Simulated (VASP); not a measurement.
# Mg (P6_3/mmc) in VASP: a series of runs

The runs below take Mg through single point, relaxation of cell and atoms, with PBE.

Everything below comes from runs of VASP 6.6.1. Logs are shortened: lines on timing, memory, paths and dates and some standing lists are left out, and cuts for length are marked.

## Step 1: The cell of the first run

Symmetry: P6_3/mmc, No. 194, hexagonal system. The conventional cell has a = 3.215 Å, b = 3.215 Å, c = 5.124 Å, α = 90.00°, β = 90.00°, γ = 120.00°. Mg (site symmetry -6m2) has 12 Mg at 3.16 to 3.21 Å within 4.2 Å.

## Step 2: Single point, PBE

Contents of INCAR:

```
SYSTEM = Mg
ALGO = Normal
EDIFF = 1E-6
ENCUT = 520
GGA = PE
ISIF = 2
ISMEAR = 0
LASPH = .True.
LCHARG = .False.
LREAL = .False.
LWAVE = .False.
NBANDS = 9
NELM = 80
PREC = Accurate
SIGMA = 0.1
```

Contents of KPOINTS:

```
k-points
0
Gamma
  12 12 8
  0 0 0
```

Contents of POSCAR:

```
Mg
1.0
    3.2146377191      0.0000000000      0.0000000000
   -1.6073188596      2.7839579287      0.0000000000
    0.0000000000      0.0000000000      5.1244855918
Mg
2
Direct
    0.3333333333      0.6666666667      0.2500000000
    0.6666666667      0.3333333333      0.7500000000
```

Potentials or basis: VASP PAW PBE potentials, release 64 (Mg).

On the command line:

```bash
cat potpaw_PBE.64/Mg/POTCAR > POTCAR
mpirun -np 1 vasp_std > vasp.out
```

OUTCAR:

```text
SYSTEM = Mg
   EDIFF = 1E-6
   ENCUT = 520
   GGA = PE
   ISIF = 2
   ISMEAR = 0
   LASPH = .True.
   LREAL = .False.
   NELM = 80
   PREC = Accurate

 ion  position               nearest neighbor table
   1  0.333  0.667  0.250-   2 3.16   2 3.16   2 3.16   2 3.16   2 3.16   2 3.16
   2  0.667  0.333  0.750-   1 3.16   1 3.16   1 3.16   1 3.16   1 3.16   1 3.16

  LATTYP: Found a hexagonal cell.
 ALAT       =     3.2146377191
 C/A-ratio  =     1.5941098312

  Lattice vectors:

 A1 = (   3.2146377191,   0.0000000000,   0.0000000000)
 A2 = (  -1.6073188596,   2.7839579287,   0.0000000000)
 A3 = (   0.0000000000,   0.0000000000,   5.1244855918)

Analysis of symmetry for initial positions (statically):
=====================================================================
 Subroutine PRICEL returns:
 Original cell was already a primitive cell.

 Routine SETGRP: Setting up the symmetry group for a
 hexagonal supercell.

 Subroutine GETGRP returns: Found 24 space group operations
 (whereof 12 operations were pure point group operations)
 out of a pool of 24 trial point group operations.

The static configuration has the point symmetry D_3d.
 The point group associated with its full space group is D_6h.

Analysis of symmetry for dynamics (positions and initial velocities):
=====================================================================
 Subroutine PRICEL returns:
 Original cell was already a primitive cell.

 Routine SETGRP: Setting up the symmetry group for a
 hexagonal supercell.

 Subroutine GETGRP returns: Found 24 space group operations
 (whereof 12 operations were pure point group operations)
 out of a pool of 24 trial point group operations.

The dynamic configuration has the point symmetry D_3d.
 The point group associated with its full space group is D_6h.

 Subroutine INISYM returns: Found 24 space group operations
 (whereof 12 operations are pure point group operations),
 and found     1 'primitive' translations

----------------------------------------------------------------------------------------

                                     Primitive cell

  volume of cell :      45.8612

  direct lattice vectors                    reciprocal lattice vectors
     3.214637719  0.000000000  0.000000000     0.311077044  0.179600415  0.000000000
    -1.607318860  2.783957929  0.000000000     0.000000000  0.359200830  0.000000000
     0.000000000  0.000000000  5.124485592     0.000000000  0.000000000  0.195141538

  length of vectors
     3.214637719  3.214637719  5.124485592     0.359200830  0.359200830  0.195141538

  position of ions in fractional coordinates (direct lattice)
     0.333333333  0.666666667  0.250000000
     0.666666667  0.333333333  0.750000000

  ion indices of the primitive-cell ions
   primitive index   ion index
                 1           1
                 2           2

----------------------------------------------------------------------------------------

 KPOINTS: k-points

Automatic generation of k-mesh.
 Grid dimensions read from file:
 generate k-points for:   12   12    8

 Generating k-lattice:

  Cartesian coordinates                     Fractional coordinates (reciprocal lattice)
     0.025923087  0.014966701  0.000000000     0.083333333  0.000000000  0.000000000
     0.000000000  0.029933403  0.000000000     0.000000000  0.083333333  0.000000000
     0.000000000  0.000000000  0.024392692     0.000000000  0.000000000  0.125000000

  Length of vectors
     0.029933403  0.029933403  0.024392692

  Shift w.r.t. Gamma in fractional coordinates (k-lattice)
     0.000000000  0.000000000  0.000000000

 Subroutine IBZKPT returns following result:
 ===========================================

 Found     95 irreducible k-points:

 Following reciprocal coordinates:
            Coordinates               Weight
  0.000000  0.000000  0.000000      1.000000
  0.083333 -0.000000  0.000000      6.000000
  0.166667 -0.000000  0.000000      6.000000
  0.250000  0.000000  0.000000      6.000000
  0.333333  0.000000  0.000000      6.000000
  0.416667  0.000000  0.000000      6.000000
[... 16 lines left out ...]
  0.250000  0.000000  0.125000     12.000000
  0.333333  0.000000  0.125000     12.000000
 [... further k-points ...]
   k-points           NKPTS =     95   k-points in BZ     NKDIM =     95   number of bands    NBANDS=      9
   number of dos      NEDOS =    301   number of ions     NIONS =      2
   total plane-waves  NPLWV =  23040
   dimension x,y,z NGX =    24 NGY =   24 NGZ =   40
   dimension x,y,z NGXF=    48 NGYF=   48 NGZF=   80
   ions per type =               2
   NGX,Y,Z   is equivalent  to a cutoff of  12.41, 12.41, 12.98 a.u.
   NGXF,Y,Z  is equivalent  to a cutoff of  24.82, 24.82, 25.95 a.u.
 SYSTEM =  Mg
   PREC   = accura    normal or accurate (medium, high low for compatibility)
   ISTART =      0    job   : 0-new  1-cont  2-samecut
   ICHARG =      2    charge: 1-file 2-atom 10-const
   ISPIN  =      1    spin polarized calculation?
   LNONCOLLINEAR =      F non collinear calculations
   LSORBIT =      F    spin-orbit coupling
   LASPH  =      T    aspherical Exc in radial PAW
   ENCUT  =  520.0 eV  38.22 Ry    6.18 a.u.   5.98  5.98  9.53*2*pi/ulx,y,z
   NELM   =     80;   NELMIN=  2; NELMDL= -5     # of ELM steps
   EDIFF  = 0.1E-05   stopping-criterion for ELM
   LREAL  =      F    real-space projection
   EDIFFG = 0.1E-04   stopping-criterion for IOM
   NSW    =      0    number of steps for IOM
   IBRION =     -1    ionic relax: 0-MD 1-quasi-New 2-CG
   NFREE  =      0    steps in history (QN), initial steepest desc. (CG)
   ISIF   =      2    stress and relaxation
   ISYM   =      2    0-nonsym 1-usesym 2-fastsym
   POTIM  = 0.5000    time-step for ionic-motion
   TEBEG  =    0.0;   TEEND  =   0.0 temperature during run
   PSTRESS=    0.0 pullay stress
   NELECT =       4.0000    total number of electrons
   NUPDOWN=      -1.0000    fix difference up-down
   EMIN   =  10.00;   EMAX   =-10.00  energy-range for DOS
   EFERMI =   0.00;   METHOD = LEGACY
   ISMEAR =     0;   SIGMA  =   0.10  broadening in eV -4-tet -1-fermi 0-gaus
   EFERMI_NEDOS =   21; number of points for ismear=-14 and -15
   IALGO  =     38    algorithm
   IMIX   =      4    mixing-type and parameters
     AMIX     =   0.40;   BMIX     =  1.00
     AMIX_MAG =   1.60;   BMIX_MAG =  1.00
  volume/ion in A,a.u.               =      22.93       154.74
  Fermi-wavevector in a.u.,A,eV,Ry     =   0.726017  1.371972  7.171631  0.527100
  Thomas-Fermi vector in A             =   1.816884
   LORBIT       =      0    0 simple, 1 ext, 2 COOP (PROOUT), +10 PAW based schemes
   GGA     = PE    functional components
   LHFCALC =     F    Hartree Fock is set to
   AEXX    =    0.0000 exact exchange contribution
   IVDW    =     0    specifies the selected vdW correction
   LEPSILON=     F    determine dielectric tensor
   LRPA    =     F    only Hartree local field effects (RPA)
 non-spin polarized calculation
 Gauss-broadening in eV      SIGMA  =   0.10
  energy-cutoff  :      520.00
  volume of cell :       45.86
 maximum number of plane-waves:      1254
 NGX is ok and might be reduce to    24
   NGX = 11   NGY = 11   NGZ = 19

 number of electron       4.0000000 magnetization

 Free energy of the ion-electron system (eV)
  ---------------------------------------------------
  ext. energy  EPLUGINS =         0.00000000
  ---------------------------------------------------
  free energy    TOTEN  =        -3.01348155 eV

  energy without entropy =       -3.00944655  energy(sigma->0) =       -3.01146405

 E-fermi :   2.5711     XC(G=0):  -8.4944

 val. band max:        2.5516060178   @ k =   0.4167   0.1667   0.5000
 cond. band min:       2.5872268380   @ k =   0.3333   0.3333   0.3750
 fundamental gap:      0.0356208202
 Fermi energy:         2.5711465812

 k-point     1 :       0.0000    0.0000    0.0000
  band No.  band energies     occupation
      1      -4.2972      2.00000
      2       1.0497      2.00000
      3       1.5689      2.00000
      4      13.3925      0.00000
      5      13.3925      0.00000
      6      13.4645      0.00000
      7      13.4645      0.00000
      8      14.5463      0.00000
      9      15.8767      0.00000

 k-point     2 :       0.0833   -0.0000    0.0000
  band No.  band energies     occupation
      1      -4.1620      2.00000
      2       1.1730      2.00000
      3       1.6999      2.00000
      4      11.1340      0.00000
      5      12.1792      0.00000
      6      13.0268      0.00000
      7      14.8729      0.00000
      8      15.5416      0.00000
      9      15.8678      0.00000

 k-point     3 :       0.1667   -0.0000    0.0000
  band No.  band energies     occupation
      1      -3.7578      2.00000
      2       1.5429      2.00000
      3       2.0875      2.00000
      4       8.6363      0.00000
      5      11.1561      0.00000
      6      11.8360      0.00000
      7      13.4285      0.00000
      8      14.4683      0.00000
      9      15.8044      0.00000

 k-point     4 :       0.2500    0.0000    0.0000
  band No.  band energies     occupation
      1      -3.0877      2.00000
      2       2.1601      2.00000
      3       2.7054      0.05752
      4       6.3315      0.00000
      5      10.3616      0.00000
      6      10.5882      0.00000
      7      11.1084      0.00000
      8      12.8255      0.00000
      9      14.9280      0.00000
[... 205 lines left out ...]
 k-point    22 :       0.1667   -0.0000    0.1250
  band No.  band energies     occupation
      1      -3.6685      2.00000
      2       0.5098      2.00000
      3       3.2719      0.00000
      4       8.7150      0.00000
      5      11.2309      0.00000
      6      11.7291      0.00000
      7      12.8723      0.00000
      8      14.8182      0.00000
      9      14.8661      0.00000

 k-point    23 :       0.2500    0.0000    0.1250
  band No.  band energies     occupation
      1      -2.9990      2.00000
      2       1.1442      2.00000
      3       3.8577      0.00000
      4       6.4266      0.00000
      5       9.9658      0.00000
      6      10.4368      0.00000
      7      11.3608      0.00000
      8      13.3415      0.00000
      9      14.0537      0.00000

 k-point    24 :       0.3333    0.0000    0.1250
  band No.  band energies     occupation
      1      -2.0698      2.00000
      2       2.0069      2.00000
      3       3.9752      0.00000
      4       5.0735      0.00000
      5       8.0279      0.00000
      6       9.8707      0.00000
      7      10.0953      0.00000
      8      11.9296      0.00000
      9      13.4748      0.00000

 [... further k-points ...]

------------------------ aborting loop because EDIFF is reached ----------------------------------------

  FORCE on cell =-STRESS in cart. coord.  units (eV):
  Direction    XX          YY          ZZ          XY          YZ          ZX
  --------------------------------------------------------------------------------------
  -------------------------------------------------------------------------------------
  Total       -0.0367075     -0.0367075     -0.0366604      0.0000000     -0.0000000      0.0000000
  in kB       -1.2823905     -1.2823905     -1.2807464      0.0000000     -0.0000000      0.0000000
  external PRESSURE =      -1.2818425 kB  Pullay stress =       0.0000000 kB

 VOLUME and BASIS-vectors are now :
 -----------------------------------------------------------------------------
  energy-cutoff  :      520.00
  volume of cell :       45.86
      direct lattice vectors                 reciprocal lattice vectors
     3.214637719  0.000000000  0.000000000     0.311077044  0.179600415  0.000000000
    -1.607318860  2.783957929  0.000000000     0.000000000  0.359200830  0.000000000
     0.000000000  0.000000000  5.124485592     0.000000000  0.000000000  0.195141538

 POSITION                                       TOTAL-FORCE (eV/Angst)
 -----------------------------------------------------------------------------------
     -0.00000      1.85597      1.28112         0.000000      0.000000      0.000000
      1.60732      0.92799      3.84336        -0.000000     -0.000000      0.000000
 -----------------------------------------------------------------------------------
    total drift:                                0.000000     -0.000000      0.000000

  FREE ENERGIE OF THE ION-ELECTRON SYSTEM (eV)
  ---------------------------------------------------
  free  energy   TOTEN  =        -3.0134815535 eV

  energy  without entropy=       -3.0094465528  energy(sigma->0) =       -3.01146405
```

Run time: 9.2 s. Hardware: 1 thread of Intel Xeon 6975P-C (Granite Rapids), shared host; peak memory 0.17 GiB.

Results:

| Quantity | Value |
| --- | --- |
| Free energy | -3.0135 eV |
| Pressure | -0.1 GPa |
| Band gap on the k mesh | zero (band 2 reaches 3.59 eV, above the bottom of band 3 at 1.57 eV) |

## Step 3: Relaxation of cell and atoms, PBE

This run uses another cell than the first one, of 23.24 Å³/atom, 1.013 times its volume.

Contents of INCAR:

```
SYSTEM = Mg
ALGO = Normal
EDIFF = 1E-7
EDIFFG = -0.02
ENCUT = 600
GGA = PE
IBRION = 2
ISIF = 3
ISMEAR = 0
LASPH = .TRUE.
LCHARG = .FALSE.
LREAL = .FALSE.
LWAVE = .FALSE.
NELM = 60
NSW = 90
PREC = Accurate
SIGMA = 0.1
```

Contents of KPOINTS:

```
k-points
0
G
  12 12 8
  0 0 0
```

Contents of POSCAR:

```
Mg
1.0
    3.2093000000      0.0000000000      0.0000000000
   -1.6046500000      2.7793353284      0.0000000000
    0.0000000000      0.0000000000      5.2103000000
Mg
2
Direct
    0.3333333333      0.6666666667      0.2500000000
    0.6666666667      0.3333333333      0.7500000000
```

Potentials or basis: VASP PAW PBE potentials, release 64 (Mg).

On the command line:

```bash
cat potpaw_PBE.64/Mg/POTCAR > POTCAR
mpirun -np 1 vasp_std > vasp.out
```

It took 31 s on 1 thread of Intel Xeon 6975P-C (Granite Rapids), shared host; peak memory 0.2 GiB.

It converged, with:

| Property | Result |
| --- | --- |
| Free energy | -3.0136 eV |
| Relaxed volume | 22.84 Å³/atom |
| Relaxed cell | a = 3.210 Å, b = 3.210 Å, c = 5.117 Å, α = 90.00°, β = 90.00°, γ = 120.00° |
| Space group after relaxing (to 0.05 Å) | P6_3/mmc (No. 194) |
| Energy gained by relaxing | 1.6 meV/atom |
| Ionic steps | 5 |
| Pressure after relaxing | 0.0 GPa |
| Band gap on the k mesh | zero (band 2 reaches 3.61 eV, above the bottom of band 3 at 1.59 eV) |

Step by step:
| step | energy change (eV) | largest force (eV/Å) | pressure (GPa) | volume (Å³) |
| --- | --- | --- | --- | --- |
| 1 | 0.0000 | 0.0000 | -0.61 | 46.47 |
| 2 | -0.0024 | 0.0000 | -0.16 | 45.88 |
| 3 | -0.0029 | 0.0000 | 0.13 | 45.52 |
| 4 | -0.0032 | 0.0000 | 0.07 | 45.60 |
| 5 | -0.0033 | 0.0000 | 0.02 | 45.67 |

Final structure:
```
Mg
1.0
     3.21031    0.00000    0.00000
    -1.60516    2.78021    0.00000
     0.00000    0.00000    5.11730
Mg
2
Direct
  0.33333 0.66667 0.25000
  0.66667 0.33333 0.75000
```

Levels at points of the mesh, in eV from the Fermi level:
| k point | band 1 | band 2 | band 3 | band 4 | band 5 | band 6 |
| --- | --- | --- | --- | --- | --- | --- |
| (0.00, 0.00, 0.00) | -6.89 | -1.53 | -1.00 | 10.84 | 10.84 | 10.92 |
| (0.50, 0.00, 0.00) | -2.13 | -2.13 | 2.76 | 3.13 | 3.49 | 3.85 |
| (0.00, 0.00, 0.50) | -5.45 | -5.45 | 5.40 | 5.40 | 11.61 | 11.61 |
| (0.50, 0.00, 0.50) | -1.06 | -1.06 | -0.40 | -0.40 | 8.00 | 8.00 |
